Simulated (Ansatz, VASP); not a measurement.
## One calculation of KBr, two programs

```
CELL_PARAMETERS angstrom
0.00000 3.29454 3.29454
3.29454 0.00000 3.29454
3.29454 3.29454 0.00000
ATOMIC_POSITIONS crystal
K 0.00000 0.00000 0.00000
Br 0.50000 0.50000 0.50000
```

Alike in both runs: task relaxation of cell and atoms; functional PBE; k mesh 6 × 6 × 6; occupations gaussian, width 0.02 eV; no spin polarisation.

|  | VASP | Ansatz |
| --- | --- | --- |
| version | VASP 6.6.1 | Ansatz 0.2.0 |
| potentials or method | VASP PAW PBE potentials, release 64 (K_sv, Br), cutoff 600 eV | scalar-relativistic, plane waves, PAW |
| valence electrons in the cell | 16 | 16 |

|  | VASP | Ansatz | Ansatz less VASP |
| --- | --- | --- | --- |
| gap on the k mesh at the Fermi level, each at its own relaxed structure (eV) | 4.30 | 4.32 | +0.013 |
| relaxed volume (Å³/atom) | 37.76 | 37.59 | -0.165 |
| relaxed cell length with the largest relative difference (Å) | 4.744 | 4.738 | -0.0069 |
